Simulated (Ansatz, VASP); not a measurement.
LuSb: VASP beside Ansatz

```
Lu Sb
1.0
     0.00000    2.91601    2.91601
     2.91601    0.00000    2.91601
     2.91601    2.91601    0.00000
Lu Sb
1 1
Direct
  0.00000 0.00000 0.00000
  0.50000 0.50000 0.50000
```

Change from the starting cell: volume scaled by 0.92, LAPW.

Alike in both runs: task single point; functional PBEsol; k mesh 12 × 12 × 12; occupations fermi-dirac, width 0.1 eV; no spin polarisation.

```csv
,VASP,Ansatz
version,VASP 6.6.1,Ansatz 0.2.0
potentials or method,"VASP PAW PBE potentials, release 64 (Lu, Sb), cutoff 520 eV","all-electron LAPW, scalar-relativistic"
```

Ansatz gave:

```
pressure (GPa) : 6.7
```

Q: What did VASP give for the same quantities?

A: Pressure (GPa): 6.9.

VASP's potentials were made for PBE, not for PBEsol. Ansatz ran all-electron here, and VASP with PAW potentials.

Neither program's run includes spin-orbit coupling.
